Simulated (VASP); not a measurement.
# Ir (P6/mmm) in VASP: further runs

The runs below take Ir through single point, with PBEsol.

Everything below comes from runs of VASP 6.6.1. Logs are shortened: lines on timing, memory, paths and dates and some standing lists are left out, and cuts for length are marked.

**1. The cell of the first run**

Symmetry: P6/mmm, No. 191, hexagonal system. The conventional cell has a = 4.334 Å, b = 4.334 Å, c = 2.673 Å, α = 90.00°, β = 90.00°, γ = 120.00°. Ir (site symmetry 6/mmm) has 14 Ir at 2.67 to 2.84 Å within 3.5 Å. Within 3.3 Å of Ir (site symmetry -6m2) lie 11 Ir at 2.50 to 2.84 Å.

**2. Single point, PBEsol**

Input file INCAR:

```
  ALGO = Normal
  EDIFF = 1E-7
  ENCUT = 520
  GGA = PS
  ISIF = 2
  ISMEAR = -1
  LASPH = T
  LCHARG = T
  LELF = T
  LREAL = F
  LVHAR = T
  LWAVE = F
  NBANDS = 20
  NELM = 80
  PREC = Accurate
  SIGMA = 0.1
```

Input file KPOINTS:

```
k-points
0
Gamma
  9 9 12
```

Input file POSCAR:

```
Ir
1.0
    4.3342820521      0.0000000000      0.0000000000
   -2.1671410260      3.7535983643      0.0000000000
    0.0000000000      0.0000000000      2.6734395900
Ir
3
Direct
    0.0000000000      0.0000000000      0.0000000000
    0.3333333333      0.6666666667      0.5000000000
    0.6666666667      0.3333333333      0.5000000000
```

Potentials or basis: VASP PAW PBE potentials, release 64 (Ir).

Command:

```console
$ cat potpaw_PBE.64/Ir/POTCAR > POTCAR
$ mpirun -np 1 vasp_std > vasp.out
```

OUTCAR:

```text
EDIFF = 1E-7
   ENCUT = 520
   GGA = PS
   ISIF = 2
   ISMEAR = -1
   LASPH = T
   LREAL = F
   NELM = 80
   PREC = Accurate

 ion  position               nearest neighbor table
   1  0.000  0.000  0.000-   2 2.84   3 2.84   2 2.84   3 2.84   2 2.84   2 2.84   3 2.84   3 2.84
                             3 2.84   3 2.84   2 2.84   2 2.84
   2  0.333  0.667  0.500-   3 2.50   3 2.50   3 2.50   1 2.84   1 2.84   1 2.84   1 2.84   1 2.84
                             1 2.84
   3  0.667  0.333  0.500-   2 2.50   2 2.50   2 2.50   1 2.84   1 2.84   1 2.84   1 2.84   1 2.84
                             1 2.84

  LATTYP: Found a hexagonal cell.
 ALAT       =     4.3342820521
 C/A-ratio  =     0.6168125558

  Lattice vectors:

 A1 = (   4.3342820521,   0.0000000000,   0.0000000000)
 A2 = (  -2.1671410260,   3.7535983643,   0.0000000000)
 A3 = (   0.0000000000,   0.0000000000,   2.6734395900)

Analysis of symmetry for initial positions (statically):
=====================================================================
 Subroutine PRICEL returns:
 Original cell was already a primitive cell.

 Routine SETGRP: Setting up the symmetry group for a
 hexagonal supercell.

 Subroutine GETGRP returns: Found 24 space group operations
 (whereof 24 operations were pure point group operations)
 out of a pool of 24 trial point group operations.

The static configuration has the point symmetry D_6h.

Analysis of symmetry for dynamics (positions and initial velocities):
=====================================================================
 Subroutine PRICEL returns:
 Original cell was already a primitive cell.

 Routine SETGRP: Setting up the symmetry group for a
 hexagonal supercell.

 Subroutine GETGRP returns: Found 24 space group operations
 (whereof 24 operations were pure point group operations)
 out of a pool of 24 trial point group operations.

The dynamic configuration has the point symmetry D_6h.

 Subroutine INISYM returns: Found 24 space group operations
 (whereof 24 operations are pure point group operations),
 and found     1 'primitive' translations

----------------------------------------------------------------------------------------

                                     Primitive cell

  volume of cell :      43.4946

  direct lattice vectors                    reciprocal lattice vectors
     4.334282052  0.000000000  0.000000000     0.230718718  0.133205514  0.000000000
    -2.167141026  3.753598364  0.000000000     0.000000000  0.266411028  0.000000000
     0.000000000  0.000000000  2.673439590     0.000000000  0.000000000  0.374049971

  length of vectors
     4.334282052  4.334282052  2.673439590     0.266411028  0.266411028  0.374049971

  position of ions in fractional coordinates (direct lattice)
     0.000000000  0.000000000  0.000000000
     0.333333333  0.666666667  0.500000000
     0.666666667  0.333333333  0.500000000

  ion indices of the primitive-cell ions
   primitive index   ion index
                 1           1
                 2           2
                 3           3

----------------------------------------------------------------------------------------

 KPOINTS: k-points

Automatic generation of k-mesh.
 Grid dimensions read from file:
 generate k-points for:    9    9   12

 Generating k-lattice:

  Cartesian coordinates                     Fractional coordinates (reciprocal lattice)
     0.025635413  0.014800613  0.000000000     0.111111111 -0.000000000  0.000000000
     0.000000000  0.029601225  0.000000000     0.000000000  0.111111111  0.000000000
     0.000000000  0.000000000  0.031170831     0.000000000  0.000000000  0.083333333

  Length of vectors
     0.029601225  0.029601225  0.031170831

  Shift w.r.t. Gamma in fractional coordinates (k-lattice)
     0.000000000  0.000000000  0.000000000

 Subroutine IBZKPT returns following result:
 ===========================================

 Found     84 irreducible k-points:

 Following reciprocal coordinates:
            Coordinates               Weight
  0.000000  0.000000  0.000000      1.000000
  0.111111  0.000000  0.000000      6.000000
  0.222222  0.000000  0.000000      6.000000
  0.333333  0.000000  0.000000      6.000000
  0.444444  0.000000  0.000000      6.000000
  0.111111  0.111111  0.000000      6.000000
[... 16 lines left out ...]
  0.333333  0.222222  0.083333     24.000000
  0.333333  0.333333  0.083333      4.000000
 [... further k-points ...]
   k-points           NKPTS =     84   k-points in BZ     NKDIM =     84   number of bands    NBANDS=     20
   number of dos      NEDOS =    301   number of ions     NIONS =      3
   total plane-waves  NPLWV =  20480
   dimension x,y,z NGX =    32 NGY =   32 NGZ =   20
   dimension x,y,z NGXF=    64 NGYF=   64 NGZF=   40
   ions per type =               3
   NGX,Y,Z   is equivalent  to a cutoff of  12.27, 12.27, 12.44 a.u.
   NGXF,Y,Z  is equivalent  to a cutoff of  24.55, 24.55, 24.87 a.u.
 SYSTEM =  unknown system
   PREC   = accura    normal or accurate (medium, high low for compatibility)
   ISTART =      0    job   : 0-new  1-cont  2-samecut
   ICHARG =      2    charge: 1-file 2-atom 10-const
   ISPIN  =      1    spin polarized calculation?
   LNONCOLLINEAR =      F non collinear calculations
   LSORBIT =      F    spin-orbit coupling
   LASPH  =      T    aspherical Exc in radial PAW
   ENCUT  =  520.0 eV  38.22 Ry    6.18 a.u.   8.06  8.06  4.97*2*pi/ulx,y,z
   NELM   =     80;   NELMIN=  2; NELMDL= -5     # of ELM steps
   EDIFF  = 0.1E-06   stopping-criterion for ELM
   LREAL  =      F    real-space projection
   EDIFFG = 0.1E-05   stopping-criterion for IOM
   NSW    =      0    number of steps for IOM
   IBRION =     -1    ionic relax: 0-MD 1-quasi-New 2-CG
   NFREE  =      0    steps in history (QN), initial steepest desc. (CG)
   ISIF   =      2    stress and relaxation
   ISYM   =      2    0-nonsym 1-usesym 2-fastsym
   POTIM  = 0.5000    time-step for ionic-motion
   TEBEG  =    0.0;   TEEND  =   0.0 temperature during run
   PSTRESS=    0.0 pullay stress
   NELECT =      27.0000    total number of electrons
   NUPDOWN=      -1.0000    fix difference up-down
   EMIN   =  10.00;   EMAX   =-10.00  energy-range for DOS
   EFERMI =   0.00;   METHOD = LEGACY
   ISMEAR =    -1;   SIGMA  =   0.10  broadening in eV -4-tet -1-fermi 0-gaus
   EFERMI_NEDOS =   21; number of points for ismear=-14 and -15
   IALGO  =     38    algorithm
   IMIX   =      4    mixing-type and parameters
     AMIX     =   0.40;   BMIX     =  1.00
     AMIX_MAG =   1.60;   BMIX_MAG =  1.00
  volume/ion in A,a.u.               =      14.50        97.84
  Fermi-wavevector in a.u.,A,eV,Ry     =   1.396532  2.639063 26.535474  1.950302
  Thomas-Fermi vector in A             =   2.519877
   LORBIT       =      0    0 simple, 1 ext, 2 COOP (PROOUT), +10 PAW based schemes
   GGA     = PS    functional components
   LHFCALC =     F    Hartree Fock is set to
   AEXX    =    0.0000 exact exchange contribution
   IVDW    =     0    specifies the selected vdW correction
   LEPSILON=     F    determine dielectric tensor
   LRPA    =     F    only Hartree local field effects (RPA)
 non-spin polarized calculation
  energy-cutoff  :      520.00
  volume of cell :       43.49
 maximum number of plane-waves:      1192
   NGX = 17   NGY = 17   NGZ =  9

 number of electron      27.0000002 magnetization

 Free energy of the ion-electron system (eV)
  ---------------------------------------------------
  ext. energy  EPLUGINS =         0.00000000
  ---------------------------------------------------
  free energy    TOTEN  =       -28.46102554 eV

  energy without entropy =      -28.31272311  energy(sigma->0) =      -28.38687432

 E-fermi :   9.8251     XC(G=0): -13.9403

 val. band max:        9.8108772351   @ k =   0.4444   0.0000   0.2500
 cond. band min:       9.8284637788   @ k =   0.4444   0.1111   0.1667
 fundamental gap:      0.0175865437
 Fermi energy:         9.8250996965

 k-point     1 :       0.0000    0.0000    0.0000
  band No.  band energies     occupation
      1      -1.0962      2.00000
      2       2.6397      2.00000
      3       4.9509      2.00000
      4       5.2238      2.00000
      5       5.2238      2.00000
      6       5.2331      2.00000
[... 12 lines left out ...]
     19      18.3364      0.00000
     20      18.3387      0.00000

 k-point     2 :       0.1111    0.0000    0.0000
  band No.  band energies     occupation
      1      -0.9033      2.00000
      2       2.6972      2.00000
      3       4.2712      2.00000
      4       4.7204      2.00000
      5       4.7840      2.00000
      6       5.5346      2.00000
[... 12 lines left out ...]
     19      16.5977      0.00000
     20      17.7779      0.00000

 k-point     3 :       0.2222    0.0000    0.0000
  band No.  band energies     occupation
      1      -0.3486      2.00000
      2       2.7424      2.00000
      3       3.4800      2.00000
      4       4.2908      2.00000
      5       4.4356      2.00000
      6       5.4265      2.00000
[... 12 lines left out ...]
     19      16.8177      0.00000
     20      18.8839      0.00000

 k-point     4 :       0.3333    0.0000    0.0000
  band No.  band energies     occupation
      1       0.4906      2.00000
      2       2.3415      2.00000
      3       3.2262      2.00000
      4       3.9174      2.00000
      5       4.3440      2.00000
      6       5.1129      2.00000
[... 429 lines left out ...]
 k-point    23 :       0.3333    0.2222    0.0833
  band No.  band energies     occupation
      1       1.6265      2.00000
      2       2.2135      2.00000
      3       2.5490      2.00000
      4       4.4168      2.00000
      5       4.6920      2.00000
      6       5.1014      2.00000
[... 12 lines left out ...]
     19      19.8581      0.00000
     20      22.0411      0.00000

 k-point    24 :       0.3333    0.3333    0.0833
  band No.  band energies     occupation
      1       1.6531      2.00000
      2       2.3805      2.00000
      3       2.3805      2.00000
      4       4.6390      2.00000
      5       4.6390      2.00000
      6       5.1253      2.00000
[... 12 lines left out ...]
     19      21.3704      0.00000
     20      22.4919      0.00000

 [... further k-points ...]

------------------------ aborting loop because EDIFF is reached ----------------------------------------

  FORCE on cell =-STRESS in cart. coord.  units (eV):
  Direction    XX          YY          ZZ          XY          YZ          ZX
  --------------------------------------------------------------------------------------
  -------------------------------------------------------------------------------------
  Total        0.2377018      0.2377018      0.1732201      0.0000000     -0.0000000      0.0000000
  in kB        8.7560386      8.7560386      6.3807776      0.0000000     -0.0000000      0.0000000
  external PRESSURE =       7.9642850 kB  Pullay stress =       0.0000000 kB

 VOLUME and BASIS-vectors are now :
 -----------------------------------------------------------------------------
  energy-cutoff  :      520.00
  volume of cell :       43.49
      direct lattice vectors                 reciprocal lattice vectors
     4.334282052  0.000000000  0.000000000     0.230718718  0.133205514  0.000000000
    -2.167141026  3.753598364  0.000000000     0.000000000  0.266411028  0.000000000
     0.000000000  0.000000000  2.673439590     0.000000000  0.000000000  0.374049971

 POSITION                                       TOTAL-FORCE (eV/Angst)
 -----------------------------------------------------------------------------------
      0.00000      0.00000      0.00000         0.000000      0.000000      0.000000
     -0.00000      2.50240      1.33672        -0.000000      0.000000     -0.000000
      2.16714      1.25120      1.33672        -0.000000     -0.000000      0.000000
 -----------------------------------------------------------------------------------
    total drift:                               -0.000000      0.000000      0.000000

  FREE ENERGIE OF THE ION-ELECTRON SYSTEM (eV)
  ---------------------------------------------------
  free  energy   TOTEN  =       -28.4610255388 eV

  energy  without entropy=      -28.3127231063  energy(sigma->0) =      -28.38687432
```

It took 24 s on 1 thread of Intel Xeon 6975P-C (Granite Rapids), shared host; peak memory 0.19 GiB.

What came out:

```
Free energy : -28.4610 eV
Pressure    : 0.8 GPa
```

Caveat: the PAW data sets were made with another functional, which shifts forces and pressure a little; spin-orbit coupling is left out, which moves the levels of the heavy elements.

**3. Single point, PBEsol (volume scaled by 0.88)**

Input file INCAR:

```
PREC     = Accurate       # precision mode
ENCUT    = 520            # plane-wave cutoff, eV
EDIFF    = 1E-6           # SCF threshold, eV
ISMEAR   = -1             # smearing method
SIGMA    = 0.1            # smearing width, eV
LREAL    = F              # projectors in reciprocal space
LASPH    = T              # aspherical terms in the spheres
NELM     = 100            # most SCF steps
ALGO     = Normal         # electronic algorithm
ISIF     = 2              # what is computed and relaxed
LWAVE    = F              # write WAVECAR
LCHARG   = F              # write CHGCAR
GGA      = PS             # functional
NBANDS   = 20             # bands
```

Input file KPOINTS:

```
regular mesh
0
Gamma
  11 11 15
```

Input file POSCAR:

```
Ir
1.0
    4.1534730181      0.0000000000      0.0000000000
   -2.0767365090      3.5970131476      0.0000000000
    0.0000000000      0.0000000000      2.5619143076
Ir
3
Direct
    0.0000000000      0.0000000000      0.0000000000
    0.3333333333      0.6666666667      0.5000000000
    0.6666666667      0.3333333333      0.5000000000
```

Potentials or basis: VASP PAW PBE potentials, release 64 (Ir).

Command:

```console
$ cat potpaw_PBE.64/Ir/POTCAR > POTCAR
$ mpirun -np 1 vasp_std > vasp.out
```

Run time: 30 s. Hardware: 1 thread of Intel Xeon 6975P-C (Granite Rapids), shared host; peak memory 0.21 GiB.

It converged, with:

| Property | Result |
| --- | --- |
| Free energy | -27.5151 eV |
| Pressure | 64.9 GPa |

Stress tensor (GPa, compression positive):
```
67.26  0.00  0.00
 0.00 67.26  0.00
 0.00  0.00 60.16
```

Levels at points of the mesh, in eV from the Fermi level:
```csv
k point,band 10,band 11,band 12,band 13,band 14,band 15,band 16,band 17,band 18,band 19
"(0.00, 0.00, 0.00)",-3.77,-2.56,-2.56,-2.52,-2.52,1.54,1.54,7.06,8.44,9.56
```

Caveat: the PAW data sets were made with another functional, which shifts forces and pressure a little; spin-orbit coupling is left out, which moves the levels of the heavy elements.

**4. Single point, PBEsol (volume scaled by 0.92)**

Input file INCAR:

```
  PREC = Accurate
  ENCUT = 520
  EDIFF = 1E-6
  ISMEAR = -1
  SIGMA = 0.1
  LREAL = False
  LASPH = True
  NELM = 100
  ALGO = Normal
  ISIF = 2
  LWAVE = False
  LCHARG = False
  GGA = PS
  NBANDS = 20
```

KPOINTS is that of step 3.

Input file POSCAR:

```
Ir
1.0
    4.2154742936      0.0000000000      0.0000000000
   -2.1077371468      3.6507078272      0.0000000000
    0.0000000000      0.0000000000      2.6001574728
Ir
3
Direct
    0.0000000000      0.0000000000      0.0000000000
    0.3333333333      0.6666666667      0.5000000000
    0.6666666667      0.3333333333      0.5000000000
```

Command:

```console
$ cat potpaw_PBE.64/Ir/POTCAR > POTCAR
$ mpirun -np 1 vasp_std > vasp.out
```

Run time: 31 s. Hardware: 1 thread of Intel Xeon 6975P-C (Granite Rapids), shared host; peak memory 0.21 GiB.

Results (log left out):

```
Free energy : -28.0701 eV
Pressure    : 38.2 GPa
```

Stress tensor (GPa, compression positive):
```
39.72  0.00  0.00
 0.00 39.72  0.00
 0.00  0.00 35.26
```

Levels at points of the mesh, in eV from the Fermi level:
| k point | band 11 | band 12 | band 13 | band 14 | band 15 | band 16 | band 17 | band 18 |
| --- | --- | --- | --- | --- | --- | --- | --- | --- |
| (0.00, 0.00, 0.00) | -2.38 | -2.38 | -2.34 | -2.34 | 1.41 | 1.41 | 6.71 | 8.07 |

Caveat: the PAW data sets were made with another functional, which shifts forces and pressure a little; spin-orbit coupling is left out, which moves the levels of the heavy elements.

**5. Overview**

```csv
cell,k mesh,gap on the mesh (eV),pressure (GPa)
"a = 4.334, b = 4.334, c = 2.673 Å, angles 90.0, 90.0, 120.0°, 3 atoms",9 × 9 × 12,none,0.8
"a = 4.153, b = 4.153, c = 2.562 Å, angles 90.0, 90.0, 120.0°, 3 atoms",11 × 11 × 15,none,64.9
"a = 4.215, b = 4.215, c = 2.600 Å, angles 90.0, 90.0, 120.0°, 3 atoms",11 × 11 × 15,none,38.2
```

Alike in all rows: task single point; level PBEsol; potentials or basis VASP PAW PBE potentials, release 64 (Ir); no spin polarisation; cutoff (eV) 520; smearing fermi-dirac 0.1 eV.

Caveats: the PAW data sets were made with another functional, which shifts forces and pressure a little; spin-orbit coupling is left out, which moves the levels of the heavy elements.

Absolute energies hang on the potentials; compare differences alone.
